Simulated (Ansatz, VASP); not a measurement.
One calculation of Cu2Rh, two programs

```
Cu Rh
1.0
    -1.32831    1.32831    5.43375
     1.32831   -1.32831    5.43375
     1.32831    1.32831   -5.43375
Cu Rh
2 1
Direct
  0.67075 0.67075 0.00000
  0.32925 0.32925 0.00000
  0.00000 0.00000 0.00000
```

Alike in both runs: functional PBE; k mesh 24 × 24 × 24; occupations gaussian, width 0.1 eV; no spin polarisation.

Ansatz relaxed the structure, and its values are those at the end. VASP's run is a single point on that final structure, the one shown.

```csv
,VASP,Ansatz
version,VASP 6.6.1,Ansatz 0.2.0
potentials or method,"VASP PAW PBE potentials, release 64 (Cu, Rh_pv), cutoff 520 eV","scalar-relativistic, plane waves, PAW"
valence electrons in the cell,37,55
```

Ansatz gave:

```
gap on the k mesh at the Fermi level (eV) : none
pressure (GPa)                            : 0.0
```

Which values does VASP return?

gap on the k mesh at the Fermi level (eV): none; pressure (GPa): 0.2.

A gap of «none» marks a metal or a gap that the smearing closes. The functional is the same, so the differences come from potentials, cutoffs and numerics. VASP's potentials hold 37 valence electrons a cell and Ansatz's 55, so a difference there can come from the potentials and not from the codes.
